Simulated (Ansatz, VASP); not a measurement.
# Two plane-wave programs on Si7P

File INCAR:

```
PREC     = Accurate       # precision mode
ENCUT    = 520            # plane-wave cutoff, eV
EDIFF    = 1E-6           # SCF threshold, eV
ISMEAR   = 0              # smearing method
SIGMA    = 0.02           # smearing width, eV
LREAL    = Auto         
LASPH    = T              # aspherical terms in the spheres
NELM     = 100            # most SCF steps
ALGO     = Normal         # electronic algorithm
ISIF     = 2              # what is computed and relaxed
LWAVE    = F              # write WAVECAR
LCHARG   = F              # write CHGCAR
GGA      = PE             # functional
NBANDS   = 47             # bands
```

KPOINTS

```
Automatic mesh
0
Gamma
  12 12 1
```

The input POSCAR:

```
Si7P
1.0
    3.7928674370      0.0000000000      0.0000000000
   -1.8964337185      3.2847195536      0.0000000000
    0.0000000000      0.0000000000     27.4104557347
Si P
14 2
Direct
    0.0000000000      0.0000000000      0.3053590084
    0.0000000000      0.0000000000      0.3912127909
    0.6666666667      0.3333333333      0.2755901163
    0.3333333333      0.6666666667      0.1593667357
    0.6666666667      0.3333333333      0.1892540989
    0.0000000000      0.0000000000      0.6946409916
    0.0000000000      0.0000000000      0.6087872091
    0.3333333333      0.6666666667      0.7244098837
    0.6666666667      0.3333333333      0.8406332643
    0.3333333333      0.6666666667      0.8107459011
    0.0000000000      0.0000000000      0.0431485705
    0.0000000000      0.0000000000      0.9568514295
    0.3333333333      0.6666666667      0.0730624995
    0.6666666667      0.3333333333      0.9269375005
    0.3333333333      0.6666666667      0.4251167712
    0.6666666667      0.3333333333      0.5748832288
```

Input for Ansatz:

```yaml
crystal:
  lattice:
    - [3.792867437, 0.0, 0.0]
    - [-1.8964337185, 3.2847195536, 0.0]
    - [0.0, 0.0, 27.4104557347]
  atoms:
    - { symbol: Si, position: [0.0, 0.0, 0.3053590084] }
    - { symbol: Si, position: [0.0, 0.0, 0.3912127909] }
    - { symbol: Si, position: [0.6666666667, 0.3333333333, 0.2755901163] }
    - { symbol: Si, position: [0.3333333333, 0.6666666667, 0.1593667357] }
    - { symbol: Si, position: [0.6666666667, 0.3333333333, 0.1892540989] }
    - { symbol: Si, position: [0.0, 0.0, 0.6946409916] }
    - { symbol: Si, position: [0.0, 0.0, 0.6087872091] }
    - { symbol: Si, position: [0.3333333333, 0.6666666667, 0.7244098837] }
    - { symbol: Si, position: [0.6666666667, 0.3333333333, 0.8406332643] }
    - { symbol: Si, position: [0.3333333333, 0.6666666667, 0.8107459011] }
    - { symbol: Si, position: [0.0, 0.0, 0.0431485705] }
    - { symbol: Si, position: [0.0, 0.0, 0.9568514295] }
    - { symbol: Si, position: [0.3333333333, 0.6666666667, 0.0730624995] }
    - { symbol: Si, position: [0.6666666667, 0.3333333333, 0.9269375005] }
    - { symbol: P, position: [0.3333333333, 0.6666666667, 0.4251167712] }
    - { symbol: P, position: [0.6666666667, 0.3333333333, 0.5748832288] }
basis:
  ecutwfc: 420
kpoints:
  mp_grid: { grid: [12, 12, 1] }
  band_path:
    path:
      - [[0.0, 0.0, 0.0], [0.5, 0.0, 0.0], [0.33333333, 0.33333333, 0.0], [0.0, 0.0, 0.0], [0.0, 0.0, 0.5], [0.5, 0.0, 0.5], [0.33333333, 0.33333333, 0.5], [0.0, 0.0, 0.5]]
      - [[0.5, 0.0, 0.5], [0.5, 0.0, 0.0]]
      - [[0.33333333, 0.33333333, 0.5], [0.33333333, 0.33333333, 0.0]]
    npoints: 10
hamiltonian:
  xc: pbe
scf:
  occupations: { method: gaussian, width: 0.02 }
  n_extra_bands: 40
output:
  forces: true
  stress: true
  eigenvalues: true
  populations: true
  dos: { projected: true, de: 0.02, nscf_kmesh: { grid: [18, 18, 2] } }
  bader: false
```

Alike in both runs: task single point; functional PBE; k mesh 12 × 12 × 1; occupations gaussian, width 0.02 eV; no spin polarisation.

|  | VASP | Ansatz |
| --- | --- | --- |
| version | VASP 6.6.1 | Ansatz 0.2.0 |
| potentials or method | VASP PAW PBE potentials, release 64 (Si, P), cutoff 520 eV | scalar-relativistic, plane waves, PAW |
| valence electrons in the cell | 66 | 66 |

Ansatz gave:

- gap on the k mesh at the Fermi level (eV): 0.63
- least direct gap on the mesh (eV): 0.93
- pressure (GPa): 0.0

Task: What did VASP give for the same quantities?

Result: gap on the k mesh at the Fermi level (eV): 0.63; least direct gap on the mesh (eV): 0.94; pressure (GPa): -0.1.

The functional is the same, so the differences come from potentials, cutoffs and numerics.
